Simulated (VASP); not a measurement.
# Al30Cu (a cell with a defect) in VASP: single point with LDA

Aim: the single point of Al30Cu (a cell with a defect) with LDA.

Everything below comes from runs of VASP 6.6.1. Logs are shortened: lines on timing, memory, paths and dates and some standing lists are left out, and cuts for length are marked.

## (1) The cell of the first run

The cell holds a defect, 31 atoms: a = 8.100 Å, b = 8.100 Å, c = 8.100 Å, α = 90.00°, β = 90.00°, γ = 90.00°.

## (2) Single point, LDA

File INCAR:

```
PREC = Accurate
ENCUT = 520
EDIFF = 1E-6
ISMEAR = 0
SIGMA = 0.1
LREAL = Auto
LASPH = T
NELM = 60
ALGO = Normal
ISIF = 2
LWAVE = F
LCHARG = T
GGA = CA
LELF = T
LVHAR = T
NBANDS = 72
```

File KPOINTS:

```
regular mesh
0
Gamma
  3 3 3
```

File POSCAR:

```
Al30Cu
1.0
    8.1000000000      0.0000000000      0.0000000000
    0.0000000000      8.1000000000      0.0000000000
    0.0000000000      0.0000000000      8.1000000000
Al Cu
30 1
Direct
    0.4917023457     -0.0140546914     -0.0075500000
    0.7477341975      0.2504623457      0.0012676543
    0.7492039506      0.0032729630      0.2499264198
    0.0017869136      0.0043614815      0.0065272840
    0.2503249383      0.2503566667      0.0076554321
    0.4917676543      0.5145397531     -0.0074887654
    0.7514580247      0.7504160494     -0.0020400000
    0.2485655556     -0.0030918519      0.2511740741
    0.5005382716      0.2504493827      0.2484477778
    0.7491823457      0.4977722222      0.2499028395
    0.5058125926      0.0043816049      0.5025070370
    0.7537113580      0.2505534568      0.5002083951
    0.7504523457     -0.0030719753      0.7492859259
    0.0019162963      0.4966340741      0.0066330864
   -0.0005209877      0.2505362963      0.2544471605
    0.2485695062      0.5041359259      0.2511793827
    0.4972540741      0.7504058025      0.2522479012
   -0.0000434568     -0.0011513580      0.5006776543
    0.2508462963      0.2506358025      0.4921067901
    0.5059187654      0.4966302469      0.5026474074
    0.7499283951      0.7506103704      0.5037261728
    0.2472340741      0.0191177778      0.7479397531
    0.5069234568      0.2503488889      0.7510833333
    0.7504486420      0.5041364198      0.7492974074
    0.0029755556      0.7506024691      0.2506298765
   -0.0001248148      0.5023985185      0.5005940741
    0.2627235802      0.7505380247      0.5162477778
   -0.0086350617      0.2506200000      0.7515680247
    0.2472309877      0.4818980247      0.7479496296
    0.0154980247      0.7505280247      0.7634495062
    0.3400572840      0.7500029630     -0.1592877778
```

Potentials or basis: VASP PAW LDA potentials, release 64 (Al, Cu).

On the command line:

```
$ cat potpaw_LDA.64/Al/POTCAR potpaw_LDA.64/Cu/POTCAR > POTCAR
$ mpirun -np 1 vasp_std > vasp.out
```

OUTCAR:

```text
PREC = Accurate
   ENCUT = 520
   EDIFF = 1E-6
   ISMEAR = 0
   LREAL = Auto
   LASPH = T
   NELM = 60
   ISIF = 2
   GGA = CA

 ion  position               nearest neighbor table
   1  0.492  0.986  0.992-  31 2.58  22 2.81   7 2.84  17 2.84   8 2.88  13 2.88  23 2.90   5 2.90
                             3 2.95   9 2.98   2 2.98
   2  0.748  0.250  0.001-  23 2.81  28 2.83   9 2.83   3 2.84  10 2.84   4 2.87  14 2.87  15 2.89
                            13 2.90  24 2.90   6 2.98   1 2.98
   3  0.749  0.003  0.250-   9 2.84   2 2.84  11 2.84   4 2.84  15 2.85  12 2.85  18 2.87  17 2.89
                             7 2.89  25 2.90  21 2.90   1 2.95
   4  0.002  0.004  0.007-   8 2.82  15 2.83   5 2.83   3 2.84  30 2.85  25 2.85   2 2.87  28 2.87
                             7 2.89  22 2.89  13 2.91
   5  0.250  0.250  0.008-   9 2.81  22 2.82  29 2.82   4 2.83  14 2.83   8 2.85  16 2.85  15 2.85
                             6 2.90   1 2.90  23 2.94  28 2.95
   6  0.492  0.515  0.993-  31 2.58  29 2.81   7 2.84  17 2.84  16 2.88  24 2.88  23 2.90   5 2.90
                            10 2.95   9 2.98   2 2.98
   7  0.751  0.750  0.998-  24 2.83  13 2.84   1 2.84   6 2.84  30 2.86  25 2.89  14 2.89   4 2.89
                            10 2.89   3 2.89  17 2.91
   8  0.249  0.997  0.251-   4 2.82  25 2.82  19 2.83  17 2.84   5 2.85  18 2.85   1 2.88  15 2.88
                             9 2.90  11 2.91  27 2.93
   9  0.501  0.250  0.248-   5 2.81  19 2.83   2 2.83   3 2.84  10 2.84  11 2.87  20 2.87  12 2.89
[... 28 lines left out ...]
                             6 2.90   1 2.90   5 2.94  19 2.95
  24  0.750  0.504  0.749-  20 2.81  21 2.82  28 2.83   7 2.83  23 2.85  26 2.85   6 2.88  12 2.88
                             2 2.90  14 2.92  30 2.93
  25  0.003  0.751  0.251-   8 2.82  16 2.82   4 2.85  14 2.85  26 2.85  18 2.85   7 2.89  21 2.90
                             3 2.90  10 2.90  27 3.01
  26  1.000  0.502  0.501-  29 2.84  12 2.85  15 2.85  16 2.85  24 2.85  21 2.85  25 2.85  10 2.87
                            19 2.88  28 2.88  30 2.93  27 2.93
  27  0.263  0.751  0.516-  31 2.70  30 2.83  11 2.85  20 2.85  17 2.86  22 2.88  29 2.88  26 2.93
                            18 2.93   8 2.93  16 2.93  25 3.01
  28  0.991  0.251  0.752-  29 2.79  22 2.80  12 2.80   2 2.83  24 2.83  13 2.83  14 2.87   4 2.87
                            18 2.88  26 2.88   5 2.95  19 2.97
  29  0.247  0.482  0.748-  31 2.42  19 2.79  28 2.79   6 2.81  23 2.82   5 2.82  26 2.84  27 2.88
                            30 2.88  20 2.89  14 2.89
  30  0.015  0.751  0.763-  31 2.70  27 2.83   4 2.85  14 2.85   7 2.86  22 2.88  29 2.88  26 2.93
                            18 2.93  24 2.93  13 2.93  21 3.01
  31  0.340  0.750  0.841-  29 2.42  22 2.43   6 2.58   1 2.58  27 2.70  30 2.70

  LATTYP: Found a simple cubic cell.
 ALAT       =     8.1000000000

  Lattice vectors:

 A1 = (   8.1000000000,   0.0000000000,   0.0000000000)
 A2 = (   0.0000000000,   8.1000000000,   0.0000000000)
 A3 = (   0.0000000000,   0.0000000000,   8.1000000000)

Analysis of symmetry for initial positions (statically):
=====================================================================
 Subroutine PRICEL returns:
 Original cell was already a primitive cell.

 Routine SETGRP: Setting up the symmetry group for a
 simple cubic supercell.

 Subroutine GETGRP returns: Found  1 space group operations
 (whereof  1 operations were pure point group operations)
 out of a pool of 48 trial point group operations.

The static configuration has the point symmetry C_1 .

Analysis of symmetry for dynamics (positions and initial velocities):
=====================================================================
 Subroutine PRICEL returns:
 Original cell was already a primitive cell.

 Routine SETGRP: Setting up the symmetry group for a
 simple cubic supercell.

 Subroutine GETGRP returns: Found  1 space group operations
 (whereof  1 operations were pure point group operations)
 out of a pool of 48 trial point group operations.

The dynamic configuration has the point symmetry C_1 .

 Subroutine INISYM returns: Found  1 space group operations
 (whereof  1 operations are pure point group operations),
 and found     1 'primitive' translations

----------------------------------------------------------------------------------------

                                     Primitive cell

  volume of cell :     531.4410

  direct lattice vectors                    reciprocal lattice vectors
     8.100000000  0.000000000  0.000000000     0.123456790  0.000000000  0.000000000
     0.000000000  8.100000000  0.000000000     0.000000000  0.123456790  0.000000000
     0.000000000  0.000000000  8.100000000     0.000000000  0.000000000  0.123456790

  length of vectors
     8.100000000  8.100000000  8.100000000     0.123456790  0.123456790  0.123456790

  position of ions in fractional coordinates (direct lattice)
     0.491702346  0.985945309  0.992450000
     0.747734198  0.250462346  0.001267654
     0.749203951  0.003272963  0.249926420
     0.001786914  0.004361481  0.006527284
     0.250324938  0.250356667  0.007655432
     0.491767654  0.514539753  0.992511235
[... 23 lines left out ...]
     0.015498025  0.750528025  0.763449506
     0.340057284  0.750002963  0.840712222

  ion indices of the primitive-cell ions
   primitive index   ion index
                 1           1
                 2           2
                 3           3
                 4           4
                 5           5
                 6           6
[... 23 lines left out ...]
                30          30
                31          31

----------------------------------------------------------------------------------------

 KPOINTS: regular mesh

Automatic generation of k-mesh.
 Grid dimensions read from file:
 generate k-points for:    3    3    3

 Generating k-lattice:

  Cartesian coordinates                     Fractional coordinates (reciprocal lattice)
     0.041152263  0.000000000  0.000000000     0.333333333  0.000000000  0.000000000
     0.000000000  0.041152263  0.000000000     0.000000000  0.333333333  0.000000000
     0.000000000  0.000000000  0.041152263     0.000000000  0.000000000  0.333333333

  Length of vectors
     0.041152263  0.041152263  0.041152263

  Shift w.r.t. Gamma in fractional coordinates (k-lattice)
     0.000000000  0.000000000  0.000000000

 Subroutine IBZKPT returns following result:
 ===========================================

 Found     14 irreducible k-points:

 Following reciprocal coordinates:
            Coordinates               Weight
  0.000000  0.000000  0.000000      1.000000
  0.333333  0.000000  0.000000      2.000000
  0.000000  0.333333  0.000000      2.000000
  0.000000  0.000000  0.333333      2.000000
  0.333333  0.333333  0.000000      2.000000
  0.000000  0.333333  0.333333      2.000000
  0.333333  0.000000  0.333333      2.000000
 -0.333333  0.333333  0.000000      2.000000
 -0.333333  0.000000  0.333333      2.000000
  0.000000 -0.333333  0.333333      2.000000
  0.333333  0.333333  0.333333      2.000000
 -0.333333  0.333333  0.333333      2.000000
 -0.333333 -0.333333  0.333333      2.000000
  0.333333 -0.333333  0.333333      2.000000
   k-points           NKPTS =     14   k-points in BZ     NKDIM =     14   number of bands    NBANDS=     72
   number of dos      NEDOS =    301   number of ions     NIONS =     31
   total plane-waves  NPLWV = 216000
   dimension x,y,z NGX =    60 NGY =   60 NGZ =   60
   dimension x,y,z NGXF=   120 NGYF=  120 NGZF=  120
   ions per type =              30   1
   NGX,Y,Z   is equivalent  to a cutoff of  12.31, 12.31, 12.31 a.u.
   NGXF,Y,Z  is equivalent  to a cutoff of  24.63, 24.63, 24.63 a.u.
 SYSTEM =  unknown system
   PREC   = accura    normal or accurate (medium, high low for compatibility)
   ISTART =      0    job   : 0-new  1-cont  2-samecut
   ICHARG =      2    charge: 1-file 2-atom 10-const
   ISPIN  =      1    spin polarized calculation?
   LNONCOLLINEAR =      F non collinear calculations
   LSORBIT =      F    spin-orbit coupling
   LASPH  =      T    aspherical Exc in radial PAW
   ENCUT  =  520.0 eV  38.22 Ry    6.18 a.u.  15.06 15.06 15.06*2*pi/ulx,y,z
   NELM   =     60;   NELMIN=  2; NELMDL= -5     # of ELM steps
   EDIFF  = 0.1E-05   stopping-criterion for ELM
   LREAL  =      T    real-space projection
   EDIFFG = 0.1E-04   stopping-criterion for IOM
   NSW    =      0    number of steps for IOM
   IBRION =     -1    ionic relax: 0-MD 1-quasi-New 2-CG
   NFREE  =      0    steps in history (QN), initial steepest desc. (CG)
   ISIF   =      2    stress and relaxation
   ISYM   =      2    0-nonsym 1-usesym 2-fastsym
   POTIM  = 0.5000    time-step for ionic-motion
   TEBEG  =    0.0;   TEEND  =   0.0 temperature during run
   PSTRESS=    0.0 pullay stress
   NELECT =     101.0000    total number of electrons
   NUPDOWN=      -1.0000    fix difference up-down
   EMIN   =  10.00;   EMAX   =-10.00  energy-range for DOS
   EFERMI =   0.00;   METHOD = LEGACY
   ISMEAR =     0;   SIGMA  =   0.10  broadening in eV -4-tet -1-fermi 0-gaus
   EFERMI_NEDOS =   21; number of points for ismear=-14 and -15
   IALGO  =     38    algorithm
   IMIX   =      4    mixing-type and parameters
     AMIX     =   0.40;   BMIX     =  1.00
     AMIX_MAG =   1.60;   BMIX_MAG =  1.00
  volume/ion in A,a.u.               =      17.14       115.69
  Fermi-wavevector in a.u.,A,eV,Ry     =   0.941233  1.778672 12.053656  0.885919
  Thomas-Fermi vector in A             =   2.068723
   LORBIT       =      0    0 simple, 1 ext, 2 COOP (PROOUT), +10 PAW based schemes
   GGA     = CA    functional components
   LHFCALC =     F    Hartree Fock is set to
   AEXX    =    0.0000 exact exchange contribution
   IVDW    =     0    specifies the selected vdW correction
   LEPSILON=     F    determine dielectric tensor
   LRPA    =     F    only Hartree local field effects (RPA)
 non-spin polarized calculation
 Gauss-broadening in eV      SIGMA  =   0.10
  energy-cutoff  :      520.00
  volume of cell :      531.44
 maximum number of plane-waves:     14358
   NGX = 31   NGY = 31   NGZ = 31

 number of electron     100.9999991 magnetization

 Free energy of the ion-electron system (eV)
  ---------------------------------------------------
  ext. energy  EPLUGINS =         0.00000000
  ---------------------------------------------------
  free energy    TOTEN  =      -129.12143326 eV

  energy without entropy =     -129.07413687  energy(sigma->0) =     -129.09778507

 E-fermi :   7.1061     XC(G=0): -10.2019

 val. band max:        7.0903714125   @ k =   0.0000   0.0000   0.0000
 cond. band min:       7.1375329210   @ k =   0.3333   0.3333   0.0000
 fundamental gap:      0.0471615085
 Fermi energy:         7.1061304544

 k-point     1 :       0.0000    0.0000    0.0000
  band No.  band energies     occupation
      1      -3.5834      2.00000
      2      -1.5162      2.00000
      3      -1.4262      2.00000
      4      -1.4006      2.00000
      5      -1.3893      2.00000
      6      -1.2232      2.00000
[... 899 lines left out ...]
     61       8.9662      0.00000
     62       8.9673      0.00000
 [bands above 62 left out]

------------------------ aborting loop because EDIFF is reached ----------------------------------------

  FORCE on cell =-STRESS in cart. coord.  units (eV):
  Direction    XX          YY          ZZ          XY          YZ          ZX
  --------------------------------------------------------------------------------------
  -------------------------------------------------------------------------------------
  Total      -16.3869768    -12.3108405    -16.3850214      0.0134377      0.0111936      0.3633183
  in kB      -49.4031186    -37.1144672    -49.3972236      0.0405117      0.0337463      1.0953244
  external PRESSURE =     -45.3049365 kB  Pullay stress =       0.0000000 kB

 VOLUME and BASIS-vectors are now :
 -----------------------------------------------------------------------------
  energy-cutoff  :      520.00
  volume of cell :      531.44
      direct lattice vectors                 reciprocal lattice vectors
     8.100000000  0.000000000  0.000000000     0.123456790  0.000000000  0.000000000
     0.000000000  8.100000000  0.000000000     0.000000000  0.123456790  0.000000000
     0.000000000  0.000000000  8.100000000     0.000000000  0.000000000  0.123456790

 POSITION                                       TOTAL-FORCE (eV/Angst)
 -----------------------------------------------------------------------------------
      3.98279      7.98616      8.03884         0.002635      0.008958      0.001648
      6.05665      2.02875      0.01027         0.002407      0.000114      0.004770
      6.06855      0.02651      2.02440        -0.000463     -0.002728      0.000684
      0.01447      0.03533      0.05287         0.000778     -0.006219     -0.001057
      2.02763      2.02789      0.06201         0.003376      0.001856     -0.004089
      3.98332      4.16777      8.03934         0.003536     -0.004891      0.003074
[... 23 lines left out ...]
      0.12553      6.07928      6.18394        -0.023753     -0.001379     -0.015152
      2.75446      6.07502      6.80977         0.008856      0.024276      0.009101
 -----------------------------------------------------------------------------------
    total drift:                                0.001904      0.000780     -0.001593

  FREE ENERGIE OF THE ION-ELECTRON SYSTEM (eV)
  ---------------------------------------------------
  free  energy   TOTEN  =      -129.1214332628 eV

  energy  without entropy=     -129.0741368711  energy(sigma->0) =     -129.09778507
```

Wall time 19 min (1 thread of Oxide Virtual Turin-like, shared host); peak memory 0.55 GiB.

What came out:

| Property | Result |
| --- | --- |
| Free energy | -129.1214 eV |
| Pressure | -4.5 GPa |
| Largest force | 0.028 eV/Å |
| Band gap on the k mesh | zero (an odd number of electrons rules out a gap without spin polarisation) |

Forces in eV/Å, atoms in the order of the input:
```
Al   0.003  0.009  0.002
Al   0.002  0.000  0.005
Al   0.000 -0.003  0.001
Al   0.001 -0.006 -0.001
Al   0.003  0.002 -0.004
Al   0.004 -0.005  0.003
Al   0.002  0.000  0.004
Al   0.003  0.000  0.001
Al   0.004  0.000  0.005
Al   0.002  0.003  0.001
Al  -0.001 -0.005  0.001
Al   0.000  0.000 -0.005
Al   0.001  0.000  0.003
Al   0.000  0.006 -0.001
Al  -0.005  0.000  0.001
Al   0.002  0.000  0.001
Al   0.004  0.001  0.001
Al  -0.001  0.002 -0.003
Al  -0.002 -0.003 -0.002
Al  -0.002  0.005  0.000
Al   0.005 -0.001  0.001
Al   0.006 -0.014  0.008
Al  -0.003  0.001  0.003
Al   0.001  0.000  0.002
Al   0.001 -0.001  0.005
Al   0.000 -0.003  0.000
Al  -0.015 -0.001 -0.024
Al   0.000 -0.002 -0.002
Al   0.001 -0.008  0.001
Al  -0.024 -0.001 -0.015
Cu   0.009  0.024  0.009
```

The gap in the log of VASP goes by the Fermi energy; the results here count the filled bands.